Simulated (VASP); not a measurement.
# Sn3Se (I4/mmm) in VASP: relaxation of the atoms with PBEsol

Aim: the relaxation of the atoms of Sn3Se with PBEsol.

Program: VASP 6.6.1. These are calculated values, not measurements. Logs are shortened: lines on timing, memory, paths and dates and some standing lists are left out, and cuts for length are marked.

## (1) The cell of the first run

Symmetry: I4/mmm, No. 139, tetragonal system. Conventional cell: a = 5.227 Å, b = 5.227 Å, c = 7.466 Å, α = 90.00°, β = 90.00°, γ = 90.00°. Within 4.2 Å of Sn (site symmetry 4/mmm) lie 8 Sn at 3.21 Å and 6 Se at 3.70 to 3.73 Å. Within 4.2 Å of Sn (site symmetry -4m2) lie 10 Sn at 3.21 to 3.73 Å and 4 Se at 3.21 Å. Se (site symmetry 4/mmm) has 14 Sn at 3.21 to 3.73 Å within 4.2 Å.

## (2) Relaxation of the atoms, PBEsol

INCAR reads:

```
PREC = Accurate
ENCUT = 520
EDIFF = 1E-6
ISMEAR = -1
SIGMA = 0.05
LREAL = False
LASPH = True
NELM = 80
ALGO = Normal
ISIF = 2
LWAVE = False
LCHARG = False
GGA = PS
IBRION = 2
NSW = 60
EDIFFG = -0.01
```

KPOINTS reads:

```
regular mesh
0
Gamma
  5 5 5
```

POSCAR reads:

```
Sn3Se
1.0
    0.0000000000      3.6958066200      3.7331380000
    3.6958066200      0.0000000000      3.7331380000
    3.6958066200      3.6958066200      0.0000000000
Sn Se
3 1
Direct
    0.5000000000      0.5000000000      0.5000000000
    0.7500000000      0.7500000000      0.7500000000
    0.2500000000      0.2500000000      0.2500000000
    0.0000000000      0.0000000000      0.0000000000
```

Potentials or basis: VASP PAW PBE potentials, release 64 (Sn_d, Se).

Started as:

```
cat potpaw_PBE.64/Sn_d/POTCAR potpaw_PBE.64/Se/POTCAR > POTCAR
mpirun -np 1 vasp_std > vasp.out
```

OUTCAR:

```text
PREC = Accurate
   ENCUT = 520
   EDIFF = 1E-6
   ISMEAR = -1
   LREAL = False
   LASPH = True
   NELM = 80
   ISIF = 2
   GGA = PS
   IBRION = 2
   NSW = 60
   EDIFFG = -0.01

 ion  position               nearest neighbor table
   1  0.500  0.500  0.500-   3 3.21   3 3.21   3 3.21   2 3.21   3 3.21   2 3.21   2 3.21   2 3.21

   2  0.750  0.750  0.750-   1 3.21   1 3.21   1 3.21   1 3.21   4 3.21   4 3.21   4 3.21   4 3.21
                             3 3.70   3 3.70   3 3.70   3 3.70   3 3.73   3 3.73
   3  0.250  0.250  0.250-   4 3.21   4 3.21   4 3.21   1 3.21   4 3.21   1 3.21   1 3.21   1 3.21
                             2 3.70   2 3.70   2 3.70   2 3.70   2 3.73   2 3.73
   4  0.000  0.000  0.000-   2 3.21   2 3.21   2 3.21   2 3.21   3 3.21   3 3.21   3 3.21   3 3.21

  LATTYP: Found a body centered tetragonal cell.
 ALAT       =     5.2266598459
 C/A-ratio  =     1.4284985479

  Lattice vectors:

 A1 = (  -3.6958066200,   0.0000000000,   3.7331380000)
 A2 = (   3.6958066200,   0.0000000000,   3.7331380000)
 A3 = (   0.0000000000,   3.6958066200,  -3.7331380000)

Analysis of symmetry for initial positions (statically):
=====================================================================
 Subroutine PRICEL returns:
 Original cell was already a primitive cell.

 Routine SETGRP: Setting up the symmetry group for a
 body centered tetragonal supercell.

 Subroutine GETGRP returns: Found 16 space group operations
 (whereof 16 operations were pure point group operations)
 out of a pool of 16 trial point group operations.

The static configuration has the point symmetry D_4h.

Analysis of symmetry for dynamics (positions and initial velocities):
=====================================================================
 Subroutine PRICEL returns:
 Original cell was already a primitive cell.

 Routine SETGRP: Setting up the symmetry group for a
 body centered tetragonal supercell.

 Subroutine GETGRP returns: Found 16 space group operations
 (whereof 16 operations were pure point group operations)
 out of a pool of 16 trial point group operations.

The dynamic configuration has the point symmetry D_4h.

 Subroutine INISYM returns: Found 16 space group operations
 (whereof 16 operations are pure point group operations),
 and found     1 'primitive' translations

----------------------------------------------------------------------------------------

                                     Primitive cell

  volume of cell :     101.9818

  direct lattice vectors                    reciprocal lattice vectors
     0.000000000  3.695806620  3.733138000    -0.135288464  0.135288464  0.133935579
     3.695806620  0.000000000  3.733138000     0.135288464 -0.135288464  0.133935579
     3.695806620  3.695806620  0.000000000     0.135288464  0.135288464 -0.133935579

  length of vectors
     5.253123442  5.253123442  5.226659846     0.233548017  0.233548017  0.233548017

  position of ions in fractional coordinates (direct lattice)
     0.500000000  0.500000000  0.500000000
     0.750000000  0.750000000  0.750000000
     0.250000000  0.250000000  0.250000000
     0.000000000  0.000000000  0.000000000

  ion indices of the primitive-cell ions
   primitive index   ion index
                 1           1
                 2           2
                 3           3
                 4           4

----------------------------------------------------------------------------------------

 KPOINTS: regular mesh

Automatic generation of k-mesh.
 Grid dimensions read from file:
 generate k-points for:    5    5    5

 Generating k-lattice:

  Cartesian coordinates                     Fractional coordinates (reciprocal lattice)
    -0.027057693  0.027057693  0.026787116     0.200000000 -0.000000000  0.000000000
     0.027057693 -0.027057693  0.026787116    -0.000000000  0.200000000  0.000000000
     0.027057693  0.027057693 -0.026787116     0.000000000  0.000000000  0.200000000

  Length of vectors
     0.046709603  0.046709603  0.046709603

  Shift w.r.t. Gamma in fractional coordinates (k-lattice)
     0.000000000  0.000000000  0.000000000

 Subroutine IBZKPT returns following result:
 ===========================================

 Found     18 irreducible k-points:

 Following reciprocal coordinates:
            Coordinates               Weight
  0.000000  0.000000  0.000000      1.000000
  0.200000  0.000000  0.000000      8.000000
  0.400000  0.000000  0.000000      8.000000
  0.200000  0.200000  0.000000      2.000000
  0.400000  0.200000  0.000000      8.000000
 -0.400000  0.200000  0.000000      8.000000
[... 10 lines left out ...]
 -0.400000 -0.000000  0.400000      8.000000
 -0.400000  0.200000  0.400000      8.000000
   k-points           NKPTS =     18   k-points in BZ     NKDIM =     18   number of bands    NBANDS=     28
   number of dos      NEDOS =    301   number of ions     NIONS =      4
   total plane-waves  NPLWV =  64000
   dimension x,y,z NGX =    40 NGY =   40 NGZ =   40
   dimension x,y,z NGXF=    80 NGYF=   80 NGZF=   80
   ions per type =               3   1
   NGX,Y,Z   is equivalent  to a cutoff of  12.66, 12.66, 12.72 a.u.
   NGXF,Y,Z  is equivalent  to a cutoff of  25.32, 25.32, 25.45 a.u.
 SYSTEM =  unknown system
   PREC   = accura    normal or accurate (medium, high low for compatibility)
   ISTART =      0    job   : 0-new  1-cont  2-samecut
   ICHARG =      2    charge: 1-file 2-atom 10-const
   ISPIN  =      1    spin polarized calculation?
   LNONCOLLINEAR =      F non collinear calculations
   LSORBIT =      F    spin-orbit coupling
   LASPH  =      T    aspherical Exc in radial PAW
   ENCUT  =  520.0 eV  38.22 Ry    6.18 a.u.   9.77  9.77  9.72*2*pi/ulx,y,z
   NELM   =     80;   NELMIN=  2; NELMDL= -5     # of ELM steps
   EDIFF  = 0.1E-05   stopping-criterion for ELM
   LREAL  =      F    real-space projection
   EDIFFG = -.1E-01   stopping-criterion for IOM
   NSW    =     60    number of steps for IOM
   IBRION =      2    ionic relax: 0-MD 1-quasi-New 2-CG
   NFREE  =      1    steps in history (QN), initial steepest desc. (CG)
   ISIF   =      2    stress and relaxation
   ISYM   =      2    0-nonsym 1-usesym 2-fastsym
   POTIM  = 0.5000    time-step for ionic-motion
   TEBEG  =    0.0;   TEEND  =   0.0 temperature during run
   PSTRESS=    0.0 pullay stress
   NELECT =      48.0000    total number of electrons
   NUPDOWN=      -1.0000    fix difference up-down
   EMIN   =  10.00;   EMAX   =-10.00  energy-range for DOS
   EFERMI =   0.00;   METHOD = LEGACY
   ISMEAR =    -1;   SIGMA  =   0.05  broadening in eV -4-tet -1-fermi 0-gaus
   EFERMI_NEDOS =   21; number of points for ismear=-14 and -15
   IALGO  =     38    algorithm
   IMIX   =      4    mixing-type and parameters
     AMIX     =   0.40;   BMIX     =  1.00
     AMIX_MAG =   1.60;   BMIX_MAG =  1.00
  volume/ion in A,a.u.               =      25.50       172.05
  Fermi-wavevector in a.u.,A,eV,Ry     =   1.273448  2.406467 22.064143  1.621669
  Thomas-Fermi vector in A             =   2.406270
   LORBIT       =      0    0 simple, 1 ext, 2 COOP (PROOUT), +10 PAW based schemes
   GGA     = PS    functional components
   LHFCALC =     F    Hartree Fock is set to
   AEXX    =    0.0000 exact exchange contribution
   IVDW    =     0    specifies the selected vdW correction
   LEPSILON=     F    determine dielectric tensor
   LRPA    =     F    only Hartree local field effects (RPA)
 conjugate gradient relaxation of ions
 non-spin polarized calculation
  energy-cutoff  :      520.00
  volume of cell :      101.98
 maximum number of plane-waves:      2758
   NGX = 19   NGY = 19   NGZ = 19

 number of electron      48.0000017 magnetization

 Free energy of the ion-electron system (eV)
  ---------------------------------------------------
  ext. energy  EPLUGINS =         0.00000000
  ---------------------------------------------------
  free energy    TOTEN  =       -16.64799596 eV

  energy without entropy =      -16.62224621  energy(sigma->0) =      -16.63512108

 E-fermi :   7.2436     XC(G=0): -10.5295

 val. band max:        7.2069725683   @ k =   0.2000   0.0000   0.0000
 cond. band min:       7.3237657191   @ k =  -0.4000  -0.0000   0.4000
 fundamental gap:      0.1167931508
 Fermi energy:         7.2435626896

 k-point     1 :       0.0000    0.0000    0.0000
  band No.  band energies     occupation
      1     -14.1370      2.00000
      2     -14.1349      2.00000
      3     -14.0975      2.00000
      4     -14.0975      2.00000
      5     -14.0966      2.00000
      6     -14.0960      2.00000
[... 20 lines left out ...]
     27       6.7702      1.99985
     28       6.7702      1.99985

 k-point     2 :       0.2000    0.0000    0.0000
  band No.  band energies     occupation
      1     -14.1246      2.00000
      2     -14.1229      2.00000
      3     -14.1176      2.00000
      4     -14.1131      2.00000
      5     -14.1119      2.00000
      6     -14.0836      2.00000
[... 20 lines left out ...]
     27       7.4877      0.01505
     28       9.1579      0.00000

 k-point     3 :       0.4000    0.0000    0.0000
  band No.  band energies     occupation
      1     -14.1256      2.00000
      2     -14.1240      2.00000
      3     -14.1106      2.00000
      4     -14.0938      2.00000
      5     -14.0932      2.00000
      6     -14.0762      2.00000
[... 20 lines left out ...]
     27       8.8624      0.00000
     28      10.8490      0.00000

 k-point     4 :       0.2000    0.2000    0.0000
  band No.  band energies     occupation
      1     -14.1298      2.00000
      2     -14.1234      2.00000
      3     -14.1234      2.00000
      4     -14.1151      2.00000
      5     -14.0988      2.00000
      6     -14.0863      2.00000
[... 20 lines left out ...]
     27       8.4248      0.00000
     28       8.4248      0.00000

 k-point     5 :       0.4000    0.2000    0.0000
  band No.  band energies     occupation
      1     -14.1303      2.00000
      2     -14.1270      2.00000
      3     -14.1134      2.00000
      4     -14.1027      2.00000
      5     -14.0970      2.00000
      6     -14.0815      2.00000
[... 20 lines left out ...]
     27       9.6619      0.00000
     28       9.8026      0.00000

 k-point     6 :      -0.4000    0.2000    0.0000
  band No.  band energies     occupation
      1     -14.1267      2.00000
      2     -14.1245      2.00000
      3     -14.1074      2.00000
      4     -14.0942      2.00000
      5     -14.0872      2.00000
      6     -14.0828      2.00000
[... 277 lines left out ...]
      5     -14.0959      2.00000
      6     -14.0844      2.00000
[... 20 lines left out ...]
     27       9.8110      0.00000
     28      10.6499      0.00000

 k-point    16 :       0.4000    0.0000    0.4000
  band No.  band energies     occupation
      1     -14.1307      2.00000
      2     -14.1306      2.00000
      3     -14.1153      2.00000
      4     -14.1134      2.00000
      5     -14.0935      2.00000
      6     -14.0743      2.00000
[... 20 lines left out ...]
     27      10.3533      0.00000
     28      10.4600      0.00000

 k-point    17 :      -0.4000   -0.0000    0.4000
  band No.  band energies     occupation
      1     -14.1301      2.00000
      2     -14.1226      2.00000
      3     -14.1103      2.00000
      4     -14.1047      2.00000
      5     -14.1031      2.00000
      6     -14.0832      2.00000
[... 20 lines left out ...]
     27       9.9059      0.00000
     28      11.1976      0.00000

 k-point    18 :      -0.4000    0.2000    0.4000
  band No.  band energies     occupation
      1     -14.1252      2.00000
      2     -14.1250      2.00000
      3     -14.1071      2.00000
      4     -14.1036      2.00000
      5     -14.0964      2.00000
      6     -14.0853      2.00000
[... 20 lines left out ...]
     27       9.8719      0.00000
     28      10.7977      0.00000

------------------------ aborting loop because EDIFF is reached ----------------------------------------

  FORCE on cell =-STRESS in cart. coord.  units (eV):
  Direction    XX          YY          ZZ          XY          YZ          ZX
  --------------------------------------------------------------------------------------
  -------------------------------------------------------------------------------------
  Total       -1.3335418     -1.3335418     -1.3642453      0.0000000     -0.0000000      0.0000000
  in kB      -20.9505154    -20.9505154    -21.4328806      0.0000000     -0.0000000      0.0000000
  external PRESSURE =     -21.1113038 kB  Pullay stress =       0.0000000 kB

 VOLUME and BASIS-vectors are now :
 -----------------------------------------------------------------------------
  energy-cutoff  :      520.00
  volume of cell :      101.98
      direct lattice vectors                 reciprocal lattice vectors
     0.000000000  3.695806620  3.733138000    -0.135288464  0.135288464  0.133935579
     3.695806620  0.000000000  3.733138000     0.135288464 -0.135288464  0.133935579
     3.695806620  3.695806620  0.000000000     0.135288464  0.135288464 -0.133935579

 POSITION                                       TOTAL-FORCE (eV/Angst)
 -----------------------------------------------------------------------------------
      3.69581      3.69581      3.73314        -0.000000     -0.000000     -0.000000
      5.54371      5.54371      5.59971         0.000000      0.000000     -0.000000
      1.84790      1.84790      1.86657         0.000000      0.000000      0.000000
      0.00000      0.00000      0.00000         0.000000      0.000000     -0.000000
 -----------------------------------------------------------------------------------
    total drift:                               -0.000000     -0.000000      0.000000

  FREE ENERGIE OF THE ION-ELECTRON SYSTEM (eV)
  ---------------------------------------------------
  free  energy   TOTEN  =       -16.6479959601 eV

  energy  without entropy=      -16.6222462052  energy(sigma->0) =      -16.63512108

 reached required accuracy - stopping structural energy minimisation
```

It took 89 s on 1 thread of Oxide Virtual Turin-like, shared host; peak memory 0.21 GiB.

What came out:

```
Free energy             : -16.6480 eV
Pressure after relaxing : -2.1 GPa
```

Final structure:
```
CELL_PARAMETERS angstrom
0.00000 3.69581 3.73314
3.69581 0.00000 3.73314
3.69581 3.69581 0.00000
ATOMIC_POSITIONS crystal
Sn 0.50000 0.50000 0.50000
Sn 0.75000 0.75000 0.75000
Sn 0.25000 0.25000 0.25000
Se 0.00000 0.00000 0.00000
```

Caveat: the relaxation stopped at its first step, so nothing moved; the bands computed are all filled at some k points, so no gap is given; the PAW data sets were made with another functional, which shifts forces and pressure a little; spin-orbit coupling is left out, which moves the levels of the heavy elements.
